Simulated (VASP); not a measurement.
Ti: single point with r2SCAN

Crystal: Ti.

```
CELL_PARAMETERS angstrom
0.00000 2.78197 2.78197
2.78197 0.00000 2.78197
2.78197 2.78197 0.00000
ATOMIC_POSITIONS crystal
Ti 0.00000 0.00000 0.00000
Ti 0.25000 0.25000 0.25000
```

This isn't the form of Ti at room conditions, which is hcp.

| Property | Result |
| --- | --- |
| Program | VASP 6.6.1 |
| Task | single point |
| Functional | r2SCAN |
| Potentials or basis | VASP PAW PBE potentials, release 64 (Ti_sv) |
| Cutoff | 520 eV |
| k mesh | 14 × 14 × 14 |
| Occupations | fermi-dirac, width 0.1 eV |
| Spin | no spin polarisation |

* Pressure: 0.4 GPa
* Band gap on the k mesh: zero (bands 12 and 13 overlap by 0.28 eV)

Levels at points of the mesh, in eV from the Fermi level:
| k point | band 9 | band 10 | band 11 | band 12 | band 13 | band 14 | band 15 | band 16 |
| --- | --- | --- | --- | --- | --- | --- | --- | --- |
| (0.00, 0.00, 0.00) | -5.29 | -0.83 | -0.83 | -0.16 | -0.16 | -0.16 | 1.83 | 1.83 |
| (0.50, 0.00, 0.00) | -1.87 | -1.74 | -0.82 | -0.82 | -0.14 | -0.14 | 0.57 | 2.68 |
| (0.50, 0.50, 0.00) | -2.18 | -2.18 | -0.01 | -0.01 | 0.40 | 0.40 | 1.57 | 1.57 |

Wall time 4.2 min on 1 thread of AMD EPYC 9R45 96-Core Processor (Zen 5), with other jobs on the host, peak memory 0.19 GiB.

Caveat: the PAW data sets were made with another functional, which shifts forces and pressure a little.
